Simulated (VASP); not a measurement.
# LiCl (Fm-3m) in VASP: further runs

The runs below take LiCl through single point, relaxation of cell and atoms, with PBEsol.

Everything below comes from runs of VASP 6.6.1. Logs are shortened: lines on timing, memory, paths and dates and some standing lists are left out, and cuts for length are marked.

## (1) The cell of the first run

The structure is cubic, space group Fm-3m (No. 225). Conventional cell: a = 5.063 Å, b = 5.063 Å, c = 5.063 Å, α = 90.00°, β = 90.00°, γ = 90.00°. Within 3.3 Å of Li (site symmetry m-3m) lie 6 Cl at 2.53 Å. Within 3.3 Å of Cl (site symmetry m-3m) lie 6 Li at 2.53 Å.

## (2) Single point, PBEsol

Input file INCAR:

```
SYSTEM = LiCl
PREC     = Accurate       ! precision mode
ENCUT    = 520            ! plane-wave cutoff, eV
EDIFF    = 1E-6           ! SCF threshold, eV
ISMEAR   = -1             ! smearing method
SIGMA    = 0.1            ! smearing width, eV
LREAL    = .FALSE.        ! projectors in reciprocal space
LASPH    = .TRUE.         ! aspherical terms in the spheres
NELM     = 100            ! most SCF steps
ALGO     = Normal         ! electronic algorithm
ISIF     = 2              ! what is computed and relaxed
LWAVE    = .FALSE.        ! write WAVECAR
LCHARG   = .FALSE.        ! write CHGCAR
GGA      = PS             ! functional
NBANDS   = 12             ! bands
```

Input file KPOINTS:

```
Automatic mesh
0
G
  16 16 16
  0 0 0
```

Input file POSCAR:

```
LiCl
1.0
    0.0000000000      2.5314058748      2.5314058748
    2.5314058748      0.0000000000      2.5314058748
    2.5314058748      2.5314058748      0.0000000000
Li Cl
1 1
Direct
    0.0000000000      0.0000000000      0.0000000000
    0.5000000000      0.5000000000      0.5000000000
```

Potentials or basis: VASP PAW PBE potentials, release 64 (Li_sv, Cl).

Started as:

```console
$ cat potpaw_PBE.64/Li_sv/POTCAR potpaw_PBE.64/Cl/POTCAR > POTCAR
$ mpirun -np 1 vasp_std > vasp.out
```

OUTCAR:

```text
SYSTEM = LiCl
   PREC = Accurate
   ENCUT = 520
   EDIFF = 1E-6
   ISMEAR = -1
   LREAL = .FALSE.
   LASPH = .TRUE.
   NELM = 100
   ISIF = 2
   GGA = PS

 ion  position               nearest neighbor table
   1  0.000  0.000  0.000-   2 2.53   2 2.53   2 2.53   2 2.53   2 2.53   2 2.53
   2  0.500  0.500  0.500-   1 2.53   1 2.53   1 2.53   1 2.53   1 2.53   1 2.53

  LATTYP: Found a face centered cubic cell.
 ALAT       =     5.0628117496

  Lattice vectors:

 A1 = (   0.0000000000,   2.5314058748,   2.5314058748)
 A2 = (   2.5314058748,   0.0000000000,   2.5314058748)
 A3 = (   2.5314058748,   2.5314058748,   0.0000000000)

Analysis of symmetry for initial positions (statically):
=====================================================================
 Subroutine PRICEL returns:
 Original cell was already a primitive cell.

 Routine SETGRP: Setting up the symmetry group for a
 face centered cubic supercell.

 Subroutine GETGRP returns: Found 48 space group operations
 (whereof 48 operations were pure point group operations)
 out of a pool of 48 trial point group operations.

The static configuration has the point symmetry O_h .

Analysis of symmetry for dynamics (positions and initial velocities):
=====================================================================
 Subroutine PRICEL returns:
 Original cell was already a primitive cell.

 Routine SETGRP: Setting up the symmetry group for a
 face centered cubic supercell.

 Subroutine GETGRP returns: Found 48 space group operations
 (whereof 48 operations were pure point group operations)
 out of a pool of 48 trial point group operations.

The dynamic configuration has the point symmetry O_h .

 Subroutine INISYM returns: Found 48 space group operations
 (whereof 48 operations are pure point group operations),
 and found     1 'primitive' translations

----------------------------------------------------------------------------------------

                                     Primitive cell

  volume of cell :      32.4426

  direct lattice vectors                    reciprocal lattice vectors
     0.000000000  2.531405875  2.531405875    -0.197518701  0.197518701  0.197518701
     2.531405875  0.000000000  2.531405875     0.197518701 -0.197518701  0.197518701
     2.531405875  2.531405875  0.000000000     0.197518701  0.197518701 -0.197518701

  length of vectors
     3.579948520  3.579948520  3.579948520     0.342112426  0.342112426  0.342112426

  position of ions in fractional coordinates (direct lattice)
     0.000000000  0.000000000  0.000000000
     0.500000000  0.500000000  0.500000000

  ion indices of the primitive-cell ions
   primitive index   ion index
                 1           1
                 2           2

----------------------------------------------------------------------------------------

 KPOINTS: Automatic mesh

Automatic generation of k-mesh.
 Grid dimensions read from file:
 generate k-points for:   16   16   16

 Generating k-lattice:

  Cartesian coordinates                     Fractional coordinates (reciprocal lattice)
    -0.012344919  0.012344919  0.012344919     0.062500000  0.000000000  0.000000000
     0.012344919 -0.012344919  0.012344919     0.000000000  0.062500000  0.000000000
     0.012344919  0.012344919 -0.012344919     0.000000000  0.000000000  0.062500000

  Length of vectors
     0.021382027  0.021382027  0.021382027

  Shift w.r.t. Gamma in fractional coordinates (k-lattice)
     0.000000000  0.000000000  0.000000000

 Subroutine IBZKPT returns following result:
 ===========================================

 Found    145 irreducible k-points:

 Following reciprocal coordinates:
            Coordinates               Weight
  0.000000  0.000000  0.000000      1.000000
  0.062500  0.000000  0.000000      8.000000
  0.125000  0.000000  0.000000      8.000000
  0.187500  0.000000  0.000000      8.000000
  0.250000  0.000000  0.000000      8.000000
  0.312500  0.000000  0.000000      8.000000
[... 16 lines left out ...]
 -0.125000  0.062500  0.000000     24.000000
 -0.062500  0.062500  0.000000     12.000000
 [... further k-points ...]
   k-points           NKPTS =    145   k-points in BZ     NKDIM =    145   number of bands    NBANDS=     12
   number of dos      NEDOS =    301   number of ions     NIONS =      2
   total plane-waves  NPLWV =  21952
   dimension x,y,z NGX =    28 NGY =   28 NGZ =   28
   dimension x,y,z NGXF=    56 NGYF=   56 NGZF=   56
   ions per type =               1   1
   NGX,Y,Z   is equivalent  to a cutoff of  13.00, 13.00, 13.00 a.u.
   NGXF,Y,Z  is equivalent  to a cutoff of  26.01, 26.01, 26.01 a.u.
 SYSTEM =  LiCl
   PREC   = accura    normal or accurate (medium, high low for compatibility)
   ISTART =      0    job   : 0-new  1-cont  2-samecut
   ICHARG =      2    charge: 1-file 2-atom 10-const
   ISPIN  =      1    spin polarized calculation?
   LNONCOLLINEAR =      F non collinear calculations
   LSORBIT =      F    spin-orbit coupling
   LASPH  =      T    aspherical Exc in radial PAW
   ENCUT  =  520.0 eV  38.22 Ry    6.18 a.u.   6.66  6.66  6.66*2*pi/ulx,y,z
   NELM   =    100;   NELMIN=  2; NELMDL= -5     # of ELM steps
   EDIFF  = 0.1E-05   stopping-criterion for ELM
   LREAL  =      F    real-space projection
   EDIFFG = 0.1E-04   stopping-criterion for IOM
   NSW    =      0    number of steps for IOM
   IBRION =     -1    ionic relax: 0-MD 1-quasi-New 2-CG
   NFREE  =      0    steps in history (QN), initial steepest desc. (CG)
   ISIF   =      2    stress and relaxation
   ISYM   =      2    0-nonsym 1-usesym 2-fastsym
   POTIM  = 0.5000    time-step for ionic-motion
   TEBEG  =    0.0;   TEEND  =   0.0 temperature during run
   PSTRESS=    0.0 pullay stress
   NELECT =      10.0000    total number of electrons
   NUPDOWN=      -1.0000    fix difference up-down
   EMIN   =  10.00;   EMAX   =-10.00  energy-range for DOS
   EFERMI =   0.00;   METHOD = LEGACY
   ISMEAR =    -1;   SIGMA  =   0.10  broadening in eV -4-tet -1-fermi 0-gaus
   EFERMI_NEDOS =   21; number of points for ismear=-14 and -15
   IALGO  =     38    algorithm
   IMIX   =      4    mixing-type and parameters
     AMIX     =   0.40;   BMIX     =  1.00
     AMIX_MAG =   1.60;   BMIX_MAG =  1.00
  volume/ion in A,a.u.               =      16.22       109.47
  Fermi-wavevector in a.u.,A,eV,Ry     =   1.105867  2.089786 16.639145  1.222943
  Thomas-Fermi vector in A             =   2.242360
   LORBIT       =      0    0 simple, 1 ext, 2 COOP (PROOUT), +10 PAW based schemes
   GGA     = PS    functional components
   LHFCALC =     F    Hartree Fock is set to
   AEXX    =    0.0000 exact exchange contribution
   IVDW    =     0    specifies the selected vdW correction
   LEPSILON=     F    determine dielectric tensor
   LRPA    =     F    only Hartree local field effects (RPA)
 non-spin polarized calculation
  energy-cutoff  :      520.00
  volume of cell :       32.44
 maximum number of plane-waves:       897
   NGX = 13   NGY = 13   NGZ = 13

 number of electron      10.0000000 magnetization

 number of electron       9.9999996 magnetization

 Free energy of the ion-electron system (eV)
  ---------------------------------------------------
  ext. energy  EPLUGINS =         0.00000000
  ---------------------------------------------------
  free energy    TOTEN  =        -7.63915971 eV

  energy without entropy =       -7.63915971  energy(sigma->0) =       -7.63915971

 E-fermi :   2.9594     XC(G=0):  -9.0824

 val. band max:        0.8405395775   @ k =  -0.0625   0.0625   0.0000
 cond. band min:       7.2019448549   @ k =   0.0000   0.0000   0.0000
 fundamental gap:      6.3614052774
 Fermi energy:         2.9594033620

 k-point     1 :       0.0000    0.0000    0.0000
  band No.  band energies     occupation
      1     -41.9144      2.00000
      2     -12.6996      2.00000
      3       0.8370      2.00000
      4       0.8370      2.00000
      5       0.8370      2.00000
      6       7.2019      0.00000
      7      12.6799      0.00000
      8      12.6799      0.00000
      9      12.6799      0.00000
     10      15.4802      0.00000
     11      15.4802      0.00000
     12      15.5291      0.00000

 k-point     2 :       0.0625    0.0000    0.0000
  band No.  band energies     occupation
      1     -41.9142      2.00000
      2     -12.6781      2.00000
      3       0.6801      2.00000
      4       0.8251      2.00000
      5       0.8251      2.00000
      6       7.3425      0.00000
      7      12.3930      0.00000
      8      12.7133      0.00000
      9      12.7133      0.00000
     10      14.4926      0.00000
     11      14.4926      0.00000
     12      15.6517      0.00000

 k-point     3 :       0.1250    0.0000    0.0000
  band No.  band energies     occupation
      1     -41.9139      2.00000
      2     -12.6161      2.00000
      3       0.2664      2.00000
      4       0.7918      2.00000
      5       0.7918      2.00000
      6       7.6717      0.00000
      7      11.8906      0.00000
      8      12.6139      0.00000
      9      12.6139      0.00000
     10      13.9424      0.00000
     11      13.9424      0.00000
     12      15.9283      0.00000
[... 286 lines left out ...]
 k-point    23 :      -0.1250    0.0625    0.0000
  band No.  band energies     occupation
      1     -41.9136      2.00000
      2     -12.5696      2.00000
      3       0.0504      2.00000
      4       0.6294      2.00000
      5       0.8280      2.00000
      6       7.9008      0.00000
      7      11.6006      0.00000
      8      12.4248      0.00000
      9      12.4937      0.00000
     10      13.2772      0.00000
     11      14.7051      0.00000
     12      16.1065      0.00000

 k-point    24 :      -0.0625    0.0625    0.0000
  band No.  band energies     occupation
      1     -41.9141      2.00000
      2     -12.6431      2.00000
      3       0.4794      2.00000
      4       0.7280      2.00000
      5       0.8405      2.00000
      6       7.5542      0.00000
      7      12.0502      0.00000
      8      12.6404      0.00000
      9      12.8434      0.00000
     10      13.4790      0.00000
     11      14.6971      0.00000
     12      15.8150      0.00000

 [... further k-points ...]

------------------------ aborting loop because EDIFF is reached ----------------------------------------

  FORCE on cell =-STRESS in cart. coord.  units (eV):
  Direction    XX          YY          ZZ          XY          YZ          ZX
  --------------------------------------------------------------------------------------
  -------------------------------------------------------------------------------------
  Total       -0.0086979     -0.0086979     -0.0086979     -0.0000000      0.0000000     -0.0000000
  in kB       -0.4295482     -0.4295482     -0.4295482     -0.0000000      0.0000000     -0.0000000
  external PRESSURE =      -0.4295482 kB  Pullay stress =       0.0000000 kB

 VOLUME and BASIS-vectors are now :
 -----------------------------------------------------------------------------
  energy-cutoff  :      520.00
  volume of cell :       32.44
      direct lattice vectors                 reciprocal lattice vectors
     0.000000000  2.531405875  2.531405875    -0.197518701  0.197518701  0.197518701
     2.531405875  0.000000000  2.531405875     0.197518701 -0.197518701  0.197518701
     2.531405875  2.531405875  0.000000000     0.197518701  0.197518701 -0.197518701

 POSITION                                       TOTAL-FORCE (eV/Angst)
 -----------------------------------------------------------------------------------
      0.00000      0.00000      0.00000         0.000000      0.000000      0.000000
      2.53141      2.53141      2.53141        -0.000000      0.000000     -0.000000
 -----------------------------------------------------------------------------------
    total drift:                                0.000000      0.000000      0.000000

  FREE ENERGIE OF THE ION-ELECTRON SYSTEM (eV)
  ---------------------------------------------------
  free  energy   TOTEN  =        -7.6391597142 eV

  energy  without entropy=       -7.6391597140  energy(sigma->0) =       -7.63915971
```

Wall time 66 s (1 thread of Intel Xeon Platinum 8259CL at 2.50GHz (Skylake/Cascade Lake), shared host); peak memory 0.18 GiB.

What came out:

```
Free energy            : -7.6392 eV
Band gap on the k mesh : 6.36 eV
```

Caveat: the cutoff is under 1.25 times the usual one of these potentials, so pressure, stress and relaxed cells hold a basis-set (Pulay) error; the PAW data sets were made with another functional, which shifts forces and pressure a little.

## (3) Relaxation of cell and atoms, PBEsol

This run uses another cell than the first one, of 16.87 Å³/atom.

Input file INCAR:

```
PREC = Accurate ; ENCUT = 600
EDIFF = 1E-6 ; ISMEAR = -1
SIGMA = 0.1 ; LREAL = F
LASPH = T ; NELM = 60
ALGO = Normal ; ISIF = 3
LWAVE = F ; LCHARG = F
GGA = PS ; IBRION = 2
NSW = 100 ; EDIFFG = -0.002
```

Input file KPOINTS:

```
regular mesh
0
Gamma
  16 16 16
```

Input file POSCAR:

```
LiCl
1.0
    0.0000000000      2.5647700000      2.5647700000
    2.5647700000      0.0000000000      2.5647700000
    2.5647700000      2.5647700000      0.0000000000
Li Cl
1 1
Direct
    0.0000000000      0.0000000000      0.0000000000
    0.5000000000      0.5000000000      0.5000000000
```

Potentials or basis: VASP PAW PBE potentials, release 64 (Li_sv, Cl).

Started as:

```console
$ cat potpaw_PBE.64/Li_sv/POTCAR potpaw_PBE.64/Cl/POTCAR > POTCAR
$ mpirun -np 1 vasp_std > vasp.out
```

Run time: 4.1 min. Hardware: 1 thread of Intel Xeon Platinum 8259CL at 2.50GHz (Skylake/Cascade Lake), shared host; peak memory 0.2 GiB.

The run converged. Its results:

* Free energy: -7.6403 eV
* Relaxed volume: 16.20 Å³/atom
* Relaxed cell: a = 3.578 Å, b = 3.578 Å, c = 3.578 Å, α = 60.00°, β = 60.00°, γ = 60.00°
* Space group after relaxing (to 0.1 Å): Fm-3m (No. 225)
* Energy gained by relaxing: 2.8 meV/atom
* Ionic steps: 7
* Pressure after relaxing: 0.0 GPa
* Band gap on the k mesh: 6.37 eV

The path:
```tsv
step	energy change (eV)	largest force (eV/Å)	pressure (GPa)	volume (Å³)
1	0.0000	0.0000	-1.30	33.74
2	-0.0042	0.0000	-0.68	33.08
3	-0.0056	0.0000	-0.12	32.52
4	-0.0057	0.0000	-0.04	32.41
5	-0.0056	0.0000	0.04	32.35
6	-0.0057	0.0000	0.03	32.38
7	-0.0057	0.0000	0.02	32.39
```

Final structure:
```
CELL_PARAMETERS angstrom
0.00000 2.53015 2.53015
2.53015 0.00000 2.53015
2.53015 2.53015 0.00000
ATOMIC_POSITIONS crystal
Li 0.00000 0.00000 0.00000
Cl 0.50000 0.50000 0.50000
```

Levels at points of the mesh, in eV from the valence-band top:
```tsv
k point	band 1	band 2	band 3	band 4	band 5	band 6	band 7	band 8	band 9
(0.00, 0.00, 0.00)	-42.75	-13.55	0.00	0.00	0.00	6.37	11.84	11.84	11.84
(0.50, 0.00, 0.00)	-42.75	-12.91	-3.05	-0.28	-0.28	6.60	9.40	9.40	13.24
(0.50, 0.50, 0.00)	-42.74	-12.63	-3.16	-1.21	-1.21	7.85	8.02	12.62	14.30
```

Caveat: the cutoff is under 1.25 times the usual one of these potentials, so pressure, stress and relaxed cells hold a basis-set (Pulay) error; the PAW data sets were made with another functional, which shifts forces and pressure a little.
